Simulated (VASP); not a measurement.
# Hf3Sb4 (Pm-3m) in VASP: notebook, part 2 of 2

VASP 6.6.1. The steps go on from the part before.

## 4. Single point, PBE

File INCAR:

```
SYSTEM = Hf3Sb4
PREC = Accurate
ENCUT = 520
EDIFF = 1E-6
ISMEAR = 0
SIGMA = 0.1
LREAL = .False.
LASPH = .True.
NELM = 100
ALGO = Normal
ISIF = 2
LWAVE = .False.
LCHARG = .False.
GGA = PE
NBANDS = 34
```

File KPOINTS:

```
Automatic mesh
0
Gamma
  4 4 4
  0 0 0
```

File POSCAR:

```
Hf3Sb4
1.0
    5.7652808241      0.0000000000      0.0000000000
    0.0000000000      5.7652808241      0.0000000000
    0.0000000000      0.0000000000      5.7652808241
Hf Sb
3 4
Direct
    0.5000000000      0.0000000000      0.0000000000
    0.0000000000      0.5000000000      0.0000000000
    0.0000000000      0.0000000000      0.5000000000
    0.0000000000      0.5000000000      0.5000000000
    0.5000000000      0.0000000000      0.5000000000
    0.5000000000      0.5000000000      0.0000000000
    0.0000000000      0.0000000000      0.0000000000
```

Potentials or basis: VASP PAW PBE potentials, release 64 (Hf_pv, Sb).

Command:

```console
$ cat potpaw_PBE.64/Hf_pv/POTCAR potpaw_PBE.64/Sb/POTCAR > POTCAR
$ mpirun -np 1 vasp_std > vasp.out
```

OUTCAR:

```text
SYSTEM = Hf3Sb4
   PREC = Accurate
   ENCUT = 520
   EDIFF = 1E-6
   ISMEAR = 0
   LREAL = .False.
   LASPH = .True.
   NELM = 100
   ISIF = 2
   GGA = PE

 ion  position               nearest neighbor table
   1  0.500  0.000  0.000-   5 2.88   6 2.88   7 2.88   5 2.88   6 2.88   7 2.88
   2  0.000  0.500  0.000-   4 2.88   6 2.88   7 2.88   4 2.88   7 2.88   6 2.88
   3  0.000  0.000  0.500-   4 2.88   5 2.88   7 2.88   7 2.88   4 2.88   5 2.88
   4  0.000  0.500  0.500-   2 2.88   3 2.88   2 2.88   3 2.88
   5  0.500  0.000  0.500-   1 2.88   3 2.88   1 2.88   3 2.88
   6  0.500  0.500  0.000-   1 2.88   2 2.88   1 2.88   2 2.88
   7  0.000  0.000  0.000-   1 2.88   2 2.88   3 2.88   3 2.88   2 2.88   1 2.88

  LATTYP: Found a simple cubic cell.
 ALAT       =     5.7652808241

  Lattice vectors:

 A1 = (   5.7652808241,   0.0000000000,   0.0000000000)
 A2 = (   0.0000000000,   5.7652808241,   0.0000000000)
 A3 = (   0.0000000000,   0.0000000000,   5.7652808241)

Analysis of symmetry for initial positions (statically):
=====================================================================
 Subroutine PRICEL returns:
 Original cell was already a primitive cell.

 Routine SETGRP: Setting up the symmetry group for a
 simple cubic supercell.

 Subroutine GETGRP returns: Found 48 space group operations
 (whereof 48 operations were pure point group operations)
 out of a pool of 48 trial point group operations.

The static configuration has the point symmetry O_h .

Analysis of symmetry for dynamics (positions and initial velocities):
=====================================================================
 Subroutine PRICEL returns:
 Original cell was already a primitive cell.

 Routine SETGRP: Setting up the symmetry group for a
 simple cubic supercell.

 Subroutine GETGRP returns: Found 48 space group operations
 (whereof 48 operations were pure point group operations)
 out of a pool of 48 trial point group operations.

The dynamic configuration has the point symmetry O_h .

 Subroutine INISYM returns: Found 48 space group operations
 (whereof 48 operations are pure point group operations),
 and found     1 'primitive' translations

----------------------------------------------------------------------------------------

                                     Primitive cell

  volume of cell :     191.6291

  direct lattice vectors                    reciprocal lattice vectors
     5.765280824  0.000000000  0.000000000     0.173452089  0.000000000  0.000000000
     0.000000000  5.765280824  0.000000000     0.000000000  0.173452089  0.000000000
     0.000000000  0.000000000  5.765280824     0.000000000  0.000000000  0.173452089

  length of vectors
     5.765280824  5.765280824  5.765280824     0.173452089  0.173452089  0.173452089

  position of ions in fractional coordinates (direct lattice)
     0.500000000  0.000000000  0.000000000
     0.000000000  0.500000000  0.000000000
     0.000000000  0.000000000  0.500000000
     0.000000000  0.500000000  0.500000000
     0.500000000  0.000000000  0.500000000
     0.500000000  0.500000000  0.000000000
     0.000000000  0.000000000  0.000000000

[... 39 lines left out ...]
  0.250000  0.000000  0.000000      6.000000
  0.500000  0.000000  0.000000      3.000000
  0.250000  0.250000  0.000000     12.000000
  0.500000  0.250000  0.000000     12.000000
  0.500000  0.500000  0.000000      3.000000
  0.250000  0.250000  0.250000      8.000000
  0.500000  0.250000  0.250000     12.000000
  0.500000  0.500000  0.250000      6.000000
  0.500000  0.500000  0.500000      1.000000
   k-points           NKPTS =     10   k-points in BZ     NKDIM =     10   number of bands    NBANDS=     34
   number of dos      NEDOS =    301   number of ions     NIONS =      7
   total plane-waves  NPLWV = 110592
   dimension x,y,z NGX =    48 NGY =   48 NGZ =   48
   dimension x,y,z NGXF=    96 NGYF=   96 NGZF=   96
   ions per type =               3   4
   NGX,Y,Z   is equivalent  to a cutoff of  13.84, 13.84, 13.84 a.u.
   NGXF,Y,Z  is equivalent  to a cutoff of  27.68, 27.68, 27.68 a.u.
 SYSTEM =  Hf3Sb4
   PREC   = accura    normal or accurate (medium, high low for compatibility)
   ISTART =      0    job   : 0-new  1-cont  2-samecut
   ICHARG =      2    charge: 1-file 2-atom 10-const
   ISPIN  =      1    spin polarized calculation?
   LNONCOLLINEAR =      F non collinear calculations
   LSORBIT =      F    spin-orbit coupling
   LASPH  =      T    aspherical Exc in radial PAW
   ENCUT  =  520.0 eV  38.22 Ry    6.18 a.u.  10.72 10.72 10.72*2*pi/ulx,y,z
   NELM   =    100;   NELMIN=  2; NELMDL= -5     # of ELM steps
   EDIFF  = 0.1E-05   stopping-criterion for ELM
   LREAL  =      F    real-space projection
   EDIFFG = 0.1E-04   stopping-criterion for IOM
   NSW    =      0    number of steps for IOM
   IBRION =     -1    ionic relax: 0-MD 1-quasi-New 2-CG
   NFREE  =      0    steps in history (QN), initial steepest desc. (CG)
   ISIF   =      2    stress and relaxation
   ISYM   =      2    0-nonsym 1-usesym 2-fastsym
   POTIM  = 0.5000    time-step for ionic-motion
   TEBEG  =    0.0;   TEEND  =   0.0 temperature during run
   PSTRESS=    0.0 pullay stress
   NELECT =      50.0000    total number of electrons
   NUPDOWN=      -1.0000    fix difference up-down
   EMIN   =  10.00;   EMAX   =-10.00  energy-range for DOS
   EFERMI =   0.00;   METHOD = LEGACY
   ISMEAR =     0;   SIGMA  =   0.10  broadening in eV -4-tet -1-fermi 0-gaus
   EFERMI_NEDOS =   21; number of points for ismear=-14 and -15
   IALGO  =     38    algorithm
   IMIX   =      4    mixing-type and parameters
     AMIX     =   0.40;   BMIX     =  1.00
     AMIX_MAG =   1.60;   BMIX_MAG =  1.00
  volume/ion in A,a.u.               =      27.38       184.74
  Fermi-wavevector in a.u.,A,eV,Ry     =   1.046111  1.976863 14.889507  1.094348
  Thomas-Fermi vector in A             =   2.180935
   LORBIT       =      0    0 simple, 1 ext, 2 COOP (PROOUT), +10 PAW based schemes
   GGA     = PE    functional components
   LHFCALC =     F    Hartree Fock is set to
   AEXX    =    0.0000 exact exchange contribution
   IVDW    =     0    specifies the selected vdW correction
   LEPSILON=     F    determine dielectric tensor
   LRPA    =     F    only Hartree local field effects (RPA)
 non-spin polarized calculation
 Gauss-broadening in eV      SIGMA  =   0.10
  energy-cutoff  :      520.00
  volume of cell :      191.63
 maximum number of plane-waves:      5232
 NGX is ok and might be reduce to    48
   NGX = 21   NGY = 21   NGZ = 21

 number of electron      49.9999999 magnetization

 Free energy of the ion-electron system (eV)
  ---------------------------------------------------
  ext. energy  EPLUGINS =         0.00000000
  ---------------------------------------------------
  free energy    TOTEN  =       -47.91635791 eV

  energy without entropy =      -47.87957921  energy(sigma->0) =      -47.89796856

 E-fermi :   6.2791     XC(G=0): -10.0206

 val. band max:        6.2715777393   @ k =   0.2500   0.2500   0.0000
 cond. band min:       6.3227814738   @ k =   0.2500   0.2500   0.0000
 fundamental gap:      0.0512037345
 Fermi energy:         6.2790768782

 k-point     1 :       0.0000    0.0000    0.0000
  band No.  band energies     occupation
      1     -25.6285      2.00000
      2     -25.6285      2.00000
      3     -25.6285      2.00000
      4     -25.4909      2.00000
      5     -25.4909      2.00000
      6     -25.4909      2.00000
[... 359 lines left out ...]
     33       9.6017      0.00000
     34       9.6127      0.00000

------------------------ aborting loop because EDIFF is reached ----------------------------------------

  FORCE on cell =-STRESS in cart. coord.  units (eV):
  Direction    XX          YY          ZZ          XY          YZ          ZX
  --------------------------------------------------------------------------------------
  -------------------------------------------------------------------------------------
  Total       -0.2495810     -0.2495810     -0.2495810      0.0000000      0.0000000      0.0000000
  in kB       -2.0867035     -2.0867035     -2.0867035      0.0000000      0.0000000      0.0000000
  external PRESSURE =      -2.0867035 kB  Pullay stress =       0.0000000 kB

 VOLUME and BASIS-vectors are now :
 -----------------------------------------------------------------------------
  energy-cutoff  :      520.00
  volume of cell :      191.63
      direct lattice vectors                 reciprocal lattice vectors
     5.765280824  0.000000000  0.000000000     0.173452089  0.000000000  0.000000000
     0.000000000  5.765280824  0.000000000     0.000000000  0.173452089  0.000000000
     0.000000000  0.000000000  5.765280824     0.000000000  0.000000000  0.173452089

 POSITION                                       TOTAL-FORCE (eV/Angst)
 -----------------------------------------------------------------------------------
      2.88264      0.00000      0.00000         0.000000      0.000000      0.000000
      0.00000      2.88264      0.00000         0.000000      0.000000      0.000000
      0.00000      0.00000      2.88264         0.000000      0.000000      0.000000
      0.00000      2.88264      2.88264         0.000000      0.000000      0.000000
      2.88264      0.00000      2.88264         0.000000      0.000000      0.000000
      2.88264      2.88264      0.00000         0.000000      0.000000      0.000000
      0.00000      0.00000      0.00000         0.000000      0.000000      0.000000
 -----------------------------------------------------------------------------------
    total drift:                                0.000000      0.000000      0.000000

  FREE ENERGIE OF THE ION-ELECTRON SYSTEM (eV)
  ---------------------------------------------------
  free  energy   TOTEN  =       -47.9163579065 eV

  energy  without entropy=      -47.8795792110  energy(sigma->0) =      -47.89796856
```

Wall time 57 s (1 thread of AMD EPYC 9R45 (Zen 5), shared host); peak memory 0.3 GiB.

What came out:

| Quantity | Value |
| --- | --- |
| Free energy | -47.9164 eV |
| Pressure | -0.2 GPa |
| Band gap on the k mesh | zero (band 25 reaches 7.08 eV, above the bottom of band 26 at 5.34 eV) |

Levels at points of the mesh, in eV from the Fermi level:
```
           k point  band 23  band 24  band 25  band 26  band 27  band 28
(0.00, 0.00, 0.00)    -1.14    -1.14    -1.14     0.55     0.55     0.55
(0.50, 0.00, 0.00)    -0.95    -0.95    -0.93    -0.93     0.11     0.64
(0.50, 0.50, 0.00)    -2.68    -2.47     0.80     0.97     1.07     1.54
(0.50, 0.50, 0.50)    -2.95    -0.26    -0.26     1.54     1.54     1.54
```

Caveat: spin-orbit coupling is left out, which moves the levels of the heavy elements.

## 5. The runs side by side

| task | cell | k mesh | cutoff (eV) | gap on the mesh (eV) | pressure (GPa) |
| --- | --- | --- | --- | --- | --- |
| single point | as given | 8 × 8 × 8 | 520 | none | -0.2 |
| relaxation of cell and atoms | relaxed | 8 × 8 × 8 | 600 | none | 0.0 |
| single point | as given | 4 × 4 × 4 | 520 | none | -0.2 |

Alike in all rows: level PBE; potentials or basis VASP PAW PBE potentials, release 64 (Hf_pv, Sb); no spin polarisation; smearing gaussian 0.1 eV.

Caveats: spin-orbit coupling is left out, which moves the levels of the heavy elements.

Absolute energies hang on the potentials; compare differences alone.
